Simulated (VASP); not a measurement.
# CsNiN (P-6m2) in VASP: further runs

Runs on CsNiN. Level: PBE. Tasks: single point.

All numbers are computed with VASP 6.6.1; they aren't measurements. Logs are shortened: lines on timing, memory, paths and dates and some standing lists are left out, and cuts for length are marked.

## (1) The cell of the first run

It takes space group P-6m2 (No. 187, hexagonal). Conventional cell: a = 5.500 Å, b = 5.500 Å, c = 3.424 Å, α = 90.00°, β = 90.00°, γ = 120.00°. Cs (site symmetry -6m2) has 3 N at 3.18 Å and 2 Cs at 3.42 Å and 6 Ni at 3.61 Å within 4.2 Å. Ni (site symmetry -6m2) has 2 N at 1.71 Å within 2.3 Å. N (site symmetry -6m2) has 2 Ni at 1.71 Å within 2.3 Å.

## (2) Single point, PBE, collinear spin, ferromagnetic start

The input, INCAR:

```
  ALGO = Normal
  EDIFF = 1E-6
  ENCUT = 520
  GGA = PE
  ISIF = 2
  ISMEAR = -1
  ISPIN = 2
  LASPH = True
  LCHARG = True
  LELF = True
  LMAXMIX = 4
  LORBIT = 11
  LREAL = False
  LVHAR = True
  LWAVE = False
  MAGMOM = 0 1 0
  NBANDS = 23
  NELM = 150
  PREC = Accurate
  SIGMA = 0.05
```

The input, KPOINTS:

```
k-points
0
Gamma
  6 6 8
```

The input, POSCAR:

```
CsNiN
1.0
    5.4998039916      0.0000000000      0.0000000000
   -2.7499019959      4.7629699726      0.0000000000
    0.0000000000      0.0000000000      3.4235243768
Cs Ni N
1 1 1
Direct
    0.6666666667      0.3333333333      0.5000000000
    0.3333333333      0.6666666667      0.0000000000
    0.3333333333      0.6666666667      0.5000000000
```

Potentials or basis: VASP PAW PBE potentials, release 64 (Cs_sv, Ni, N).

Command:

```sh
> cat potpaw_PBE.64/Cs_sv/POTCAR potpaw_PBE.64/Ni/POTCAR potpaw_PBE.64/N/POTCAR > POTCAR
> mpirun -np 1 vasp_std > vasp.out
```

OUTCAR:

```text
EDIFF = 1E-6
   ENCUT = 520
   GGA = PE
   ISIF = 2
   ISMEAR = -1
   ISPIN = 2
   LASPH = True
   LORBIT = 11
   LREAL = False
   NELM = 150
   PREC = Accurate

 ion  position               nearest neighbor table
   1  0.667  0.333  0.500-
   2  0.333  0.667  0.000-   3 1.71   3 1.71
   3  0.333  0.667  0.500-   2 1.71   2 1.71

  LATTYP: Found a hexagonal cell.
 ALAT       =     5.4998039916
 C/A-ratio  =     0.6224811615

  Lattice vectors:

 A1 = (   5.4998039916,   0.0000000000,   0.0000000000)
 A2 = (  -2.7499019959,   4.7629699726,   0.0000000000)
 A3 = (   0.0000000000,   0.0000000000,   3.4235243768)

Analysis of symmetry for initial positions (statically):
=====================================================================
 Subroutine PRICEL returns:
 Original cell was already a primitive cell.

 Routine SETGRP: Setting up the symmetry group for a
 hexagonal supercell.

 Subroutine GETGRP returns: Found 12 space group operations
 (whereof 12 operations were pure point group operations)
 out of a pool of 24 trial point group operations.

The static configuration has the point symmetry D_3h.

Analysis of symmetry for dynamics (positions and initial velocities):
=====================================================================
 Subroutine PRICEL returns:
 Original cell was already a primitive cell.

 Routine SETGRP: Setting up the symmetry group for a
 hexagonal supercell.

 Subroutine GETGRP returns: Found 12 space group operations
 (whereof 12 operations were pure point group operations)
 out of a pool of 24 trial point group operations.

The dynamic configuration has the point symmetry D_3h.

Analysis of structural, dynamic, and magnetic symmetry:
=====================================================================
 Subroutine PRICEL returns:
 Original cell was already a primitive cell.

 Routine SETGRP: Setting up the symmetry group for a
 hexagonal supercell.

 Subroutine GETGRP returns: Found 12 space group operations
 (whereof 12 operations were pure point group operations)
 out of a pool of 24 trial point group operations.

The overall configuration has the point symmetry D_3h.

 Subroutine INISYM returns: Found 12 space group operations
 (whereof 12 operations are pure point group operations),
 and found     1 'primitive' translations

[... 113 lines left out ...]
   IALGO  =     38    algorithm
   IMIX   =      4    mixing-type and parameters
     AMIX     =   0.40;   BMIX     =  1.00
     AMIX_MAG =   1.60;   BMIX_MAG =  1.00
  volume/ion in A,a.u.               =      29.89       201.73
  Fermi-wavevector in a.u.,A,eV,Ry     =   1.054984  1.993630 15.143157  1.112991
  Thomas-Fermi vector in A             =   2.190165
   LORBIT       =     11    0 simple, 1 ext, 2 COOP (PROOUT), +10 PAW based schemes
   GGA     = PE    functional components
   LHFCALC =     F    Hartree Fock is set to
   AEXX    =    0.0000 exact exchange contribution
   IVDW    =     0    specifies the selected vdW correction
   LEPSILON=     F    determine dielectric tensor
   LRPA    =     F    only Hartree local field effects (RPA)
 spin polarized calculation
  energy-cutoff  :      520.00
  volume of cell :       89.68
 maximum number of plane-waves:      2432
 NGX is ok and might be reduce to    42
   NGX = 21   NGY = 21   NGZ = 13

 number of electron      24.0000010 magnetization       0.3894573

 Free energy of the ion-electron system (eV)
  ---------------------------------------------------
  ext. energy  EPLUGINS =         0.00000000
  ---------------------------------------------------
  free energy    TOTEN  =       -14.25711930 eV

  energy without entropy =      -14.24275121  energy(sigma->0) =      -14.24993525

 E-fermi :   1.4996     XC(G=0):  -7.7245

 val. band max:        1.4691751002   @ k =   0.5000   0.0000   0.2500
 cond. band min:       1.5498876745   @ k =   0.5000   0.0000   0.2500
 fundamental gap:      0.0807125743
 Fermi energy:         1.4995524393

 spin component 1

 k-point     1 :       0.0000    0.0000    0.0000
  band No.  band energies     occupation
      1     -20.7212      1.00000
      2     -12.7659      1.00000
      3      -7.5026      1.00000
      4      -7.5026      1.00000
      5      -6.1388      1.00000
      6      -0.8241      1.00000
[... 613 lines left out ...]
     22      11.0514      0.00000
     23      12.3234      0.00000

 [... further k-points ...]

 spin component 2

 k-point     1 :       0.0000    0.0000    0.0000
  band No.  band energies     occupation
      1     -20.7168      1.00000
      2     -12.5929      1.00000
      3      -7.4940      1.00000
      4      -7.4940      1.00000
      5      -6.1356      1.00000
      6      -0.6321      1.00000
[... 613 lines left out ...]
     22      11.0905      0.00000
     23      12.3462      0.00000

 [... further k-points ...]
[... 5 lines left out ...]
  --------------------------------------------------------------------------------------
  -------------------------------------------------------------------------------------
  Total        0.2315909      0.2315909      1.2956350     -0.0000000      0.0000000      0.0000000
  in kB        4.1374575      4.1374575     23.1470038     -0.0000000      0.0000000      0.0000000
  external PRESSURE =      10.4739730 kB  Pullay stress =       0.0000000 kB

 VOLUME and BASIS-vectors are now :
 -----------------------------------------------------------------------------
  energy-cutoff  :      520.00
  volume of cell :       89.68
      direct lattice vectors                 reciprocal lattice vectors
     5.499803992  0.000000000  0.000000000     0.181824662  0.104976517  0.000000000
    -2.749901996  4.762969973  0.000000000     0.000000000  0.209953035  0.000000000
     0.000000000  0.000000000  3.423524377     0.000000000  0.000000000  0.292096650

 POSITION                                       TOTAL-FORCE (eV/Angst)
 -----------------------------------------------------------------------------------
      2.74990      1.58766      1.71176         0.000000     -0.000000      0.000000
     -0.00000      3.17531      0.00000         0.000000      0.000000      0.000000
     -0.00000      3.17531      1.71176        -0.000000      0.000000      0.000000
 -----------------------------------------------------------------------------------
    total drift:                               -0.000000      0.000000     -0.000000

  FREE ENERGIE OF THE ION-ELECTRON SYSTEM (eV)
  ---------------------------------------------------
  free  energy   TOTEN  =       -14.2571192954 eV

  energy  without entropy=      -14.2427512102  energy(sigma->0) =      -14.24993525

 total charge

# of ion       s       p       d       tot
------------------------------------------
    1        1.838   4.697   0.057   6.592
    2        0.635   0.639   8.326   9.601
    3        1.282   2.353   0.000   3.634
--------------------------------------------------
tot          3.755   7.689   8.384  19.827

 magnetization (x)

# of ion       s       p       d       tot
------------------------------------------
    1        0.000   0.003   0.002   0.005
    2       -0.001   0.013   0.205   0.217
    3        0.002   0.087   0.000   0.089
--------------------------------------------------
tot          0.002   0.104   0.206   0.312
```

Run time: 65 s. Hardware: 1 thread of Intel Xeon 6975P-C (Granite Rapids), shared host; peak memory 0.33 GiB.

What came out:

```
Free energy                                           : -14.2571 eV
Pressure                                              : 1.0 GPa
Net moment                                            : 0.39 μB per cell
Site moments                                          : Cs +0.01; Ni +0.22; N +0.09 μB
Valence electrons inside the program's atomic spheres : Cs 6.59; Ni 9.60; N 3.63
```

Levels at points of the mesh, in eV from the Fermi level:
Spin up:
```tsv
k point	band 9	band 10	band 11	band 12	band 13	band 14	band 15	band 16	band 17	band 18
(0.00, 0.00, 0.00)	-2.15	-2.05	-2.05	-1.15	-1.15	2.05	3.43	5.05	5.05	8.11
(0.50, 0.00, 0.00)	-2.03	-2.00	-1.73	-1.25	-1.19	2.59	3.32	4.62	5.62	6.00
(0.00, 0.00, 0.50)	-1.22	-1.22	-0.89	1.25	1.25	3.03	3.03	4.66	6.11	6.11
(0.50, 0.00, 0.50)	-1.26	-1.16	-1.13	1.25	1.38	2.33	2.82	5.37	5.95	7.04
```
Spin down:
```csv
k point,band 8,band 9,band 10,band 11,band 12,band 13,band 14,band 15
"(0.00, 0.00, 0.00)",-2.10,-2.06,-1.70,-1.70,-1.00,-1.00,2.11,3.44
"(0.50, 0.00, 0.00)",-1.79,-1.70,-1.69,-1.61,-1.11,-1.04,2.62,3.35
"(0.00, 0.00, 0.50)",-3.85,-1.08,-1.08,-0.81,1.57,1.57,3.05,3.05
"(0.50, 0.00, 0.50)",-3.73,-1.19,-1.02,-0.99,1.57,1.71,2.35,2.84
```

Caveat: spin-orbit coupling is left out, which moves the levels of the heavy elements.

## (3) Single point, PBE, collinear spin, ferromagnetic start

This run uses another cell than the first one, of 31.11 Å³/atom, 1.041 times its volume.

The input, INCAR:

```
SYSTEM = CsNiN
PREC = Accurate
ENCUT = 520
EDIFF = 1E-6
ISMEAR = -1
SIGMA = 0.05
LREAL = .False.
LASPH = .True.
NELM = 150
ALGO = Normal
ISIF = 2
LWAVE = .False.
LCHARG = .False.
ISPIN = 2
MAGMOM = 0 1 0
LORBIT = 11
LMAXMIX = 4
GGA = PE
NBANDS = 23
```

The input, KPOINTS:

```
regular mesh
0
Gamma
  6 6 8
  0 0 0
```

The input, POSCAR:

```
CsNiN
1.0
    5.5736356741      0.0000000000      0.0000000000
   -2.7868178371      4.8269100852      0.0000000000
    0.0000000000      0.0000000000      3.4694832083
Cs Ni N
1 1 1
Direct
    0.6666666667      0.3333333333      0.5000000000
    0.3333333333      0.6666666667      0.0000000000
    0.3333333333      0.6666666667      0.5000000000
```

Potentials or basis: VASP PAW PBE potentials, release 64 (Cs_sv, Ni, N).

Command:

```sh
> cat potpaw_PBE.64/Cs_sv/POTCAR potpaw_PBE.64/Ni/POTCAR potpaw_PBE.64/N/POTCAR > POTCAR
> mpirun -np 1 vasp_std > vasp.out
```

OUTCAR:

```text
SYSTEM = CsNiN
   PREC = Accurate
   ENCUT = 520
   EDIFF = 1E-6
   ISMEAR = -1
   LREAL = .False.
   LASPH = .True.
   NELM = 150
   ISIF = 2
   ISPIN = 2
   LORBIT = 11
   GGA = PE

 ion  position               nearest neighbor table
   1  0.667  0.333  0.500-
   2  0.333  0.667  0.000-   3 1.73   3 1.73
   3  0.333  0.667  0.500-   2 1.73   2 1.73

  LATTYP: Found a hexagonal cell.
 ALAT       =     5.5736356741
 C/A-ratio  =     0.6224811615

  Lattice vectors:

[... 1468 lines left out ...]
 -----------------------------------------------------------------------------
  energy-cutoff  :      520.00
  volume of cell :       93.34
      direct lattice vectors                 reciprocal lattice vectors
     5.573635674  0.000000000  0.000000000     0.179416104  0.103585936  0.000000000
    -2.786817837  4.826910085  0.000000000     0.000000000  0.207171872  0.000000000
     0.000000000  0.000000000  3.469483208     0.000000000  0.000000000  0.288227364

 POSITION                                       TOTAL-FORCE (eV/Angst)
 -----------------------------------------------------------------------------------
      2.78682      1.60897      1.73474        -0.000000     -0.000000      0.000000
     -0.00000      3.21794      0.00000        -0.000000      0.000000      0.000000
     -0.00000      3.21794      1.73474         0.000000      0.000000      0.000000
 -----------------------------------------------------------------------------------
    total drift:                               -0.000000      0.000000     -0.000000

  FREE ENERGIE OF THE ION-ELECTRON SYSTEM (eV)
  ---------------------------------------------------
  free  energy   TOTEN  =       -14.2605079607 eV

  energy  without entropy=      -14.2477281683  energy(sigma->0) =      -14.25411806

 total charge

# of ion       s       p       d       tot
------------------------------------------
    1        1.837   4.697   0.052   6.585
    2        0.614   0.599   8.309   9.521
    3        1.279   2.333   0.000   3.612
--------------------------------------------------
tot          3.730   7.628   8.360  19.719

 magnetization (x)

# of ion       s       p       d       tot
------------------------------------------
    1        0.000   0.003   0.002   0.005
    2       -0.001   0.013   0.218   0.230
    3        0.002   0.093   0.000   0.095
--------------------------------------------------
tot          0.002   0.109   0.219   0.330
```

Run time: 67 s. Hardware: 1 thread of Intel Xeon 6975P-C (Granite Rapids), shared host; peak memory 0.33 GiB.

What came out:

| Item | Value |
| --- | --- |
| Free energy | -14.2605 eV |
| Pressure | -0.7 GPa |
| Net moment | 0.41 μB per cell |
| Site moments | Cs +0.01; Ni +0.23; N +0.10 μB |
| Valence electrons inside the program's atomic spheres | Cs 6.58; Ni 9.52; N 3.61 |

Caveat: spin-orbit coupling is left out, which moves the levels of the heavy elements; a cell with one magnetic atom can't hold antiferromagnetic order, which such compounds often take.

## (4) Single point, PBE, collinear spin, ferromagnetic start

This run uses another cell than the first one, of 31.72 Å³/atom, 1.061 times its volume.

The input, INCAR:

```
SYSTEM = CsNiN
ALGO = Normal
EDIFF = 1E-6
ENCUT = 520
GGA = PE
ISIF = 2
ISMEAR = -1
ISPIN = 2
LASPH = .True.
LCHARG = .True.
LELF = .True.
LMAXMIX = 4
LORBIT = 11
LREAL = .False.
LVHAR = .True.
LWAVE = .False.
MAGMOM = 0 1 0
NBANDS = 23
NELM = 150
PREC = Accurate
SIGMA = 0.05
```

The input, KPOINTS:

```
k-points
0
Gamma
  6 6 8
  0 0 0
```

The input, POSCAR:

```
CsNiN
1.0
    5.6098291277      0.0000000000      0.0000000000
   -2.8049145639      4.8582545355      0.0000000000
    0.0000000000      0.0000000000      3.4920129513
Cs Ni N
1 1 1
Direct
    0.6666666667      0.3333333333      0.5000000000
    0.3333333333      0.6666666667      0.0000000000
    0.3333333333      0.6666666667      0.5000000000
```

Command:

```sh
> cat potpaw_PBE.64/Cs_sv/POTCAR potpaw_PBE.64/Ni/POTCAR potpaw_PBE.64/N/POTCAR > POTCAR
> mpirun -np 1 vasp_std > vasp.out
```

Wall time 68 s (1 thread of Intel Xeon 6975P-C (Granite Rapids), shared host); peak memory 0.33 GiB.

Results (log left out):

* Free energy: -14.2482 eV
* Pressure: -1.4 GPa
* Net moment: 0.42 μB per cell
* Site moments: Cs +0.01; Ni +0.23; N +0.10 μB
* Valence electrons inside the program's atomic spheres: Cs 6.58; Ni 9.48; N 3.60

Stress tensor (GPa, compression positive):
```
-0.42  0.00  0.00
 0.00 -0.42  0.00
 0.00  0.00 -3.51
```

Levels at points of the mesh, in eV from the Fermi level:
Spin up:
| k point | band 10 | band 11 | band 12 | band 13 | band 14 | band 15 | band 16 | band 17 |
| --- | --- | --- | --- | --- | --- | --- | --- | --- |
| (0.00, 0.00, 0.00) | -1.94 | -1.94 | -1.07 | -1.07 | 1.88 | 3.36 | 4.92 | 4.92 |
| (0.50, 0.00, 0.00) | -1.90 | -1.67 | -1.16 | -1.10 | 2.48 | 3.24 | 4.30 | 5.49 |
| (0.00, 0.00, 0.50) | -1.13 | -0.89 | 1.14 | 1.14 | 3.02 | 3.02 | 4.52 | 5.96 |
| (0.50, 0.00, 0.50) | -1.08 | -1.06 | 1.13 | 1.25 | 2.36 | 2.79 | 5.26 | 5.70 |
Spin down:
```csv
k point,band 9,band 10,band 11,band 12,band 13,band 14
"(0.00, 0.00, 0.00)",-1.94,-1.57,-1.57,-0.92,-0.92,1.95
"(0.50, 0.00, 0.00)",-1.57,-1.56,-1.54,-1.01,-0.95,2.52
"(0.00, 0.00, 0.50)",-0.98,-0.98,-0.80,1.49,1.49,3.04
"(0.50, 0.00, 0.50)",-1.11,-0.92,-0.90,1.48,1.60,2.38
```

Caveat: spin-orbit coupling is left out, which moves the levels of the heavy elements; a cell with one magnetic atom can't hold antiferromagnetic order, which such compounds often take. With open d or f shells a metallic result of PBE can be an artefact of self-interaction; +U or a hybrid may open a gap.

## (5) Overview

| cell | gap on the mesh (eV) | pressure (GPa) | moment (μB) |
| --- | --- | --- | --- |
| a = 5.500, b = 5.500, c = 3.424 Å, angles 90.0, 90.0, 120.0°, 3 atoms | none | 1.0 | 0.39 |
| a = 5.574, b = 5.574, c = 3.469 Å, angles 90.0, 90.0, 120.0°, 3 atoms | none | -0.7 | 0.41 |
| a = 5.610, b = 5.610, c = 3.492 Å, angles 90.0, 90.0, 120.0°, 3 atoms | none | -1.4 | 0.42 |

Alike in all rows: task single point; level PBE; potentials or basis VASP PAW PBE potentials, release 64 (Cs_sv, Ni, N); spin collinear, ferromagnetic start; k mesh 6 × 6 × 8; cutoff (eV) 520; smearing fermi-dirac 0.05 eV.

Caveats: spin-orbit coupling is left out, which moves the levels of the heavy elements; a cell with one magnetic atom can't hold antiferromagnetic order, which such compounds often take (some runs).

Total energies depend on the potentials used, so only differences within one code and one set of settings carry meaning.
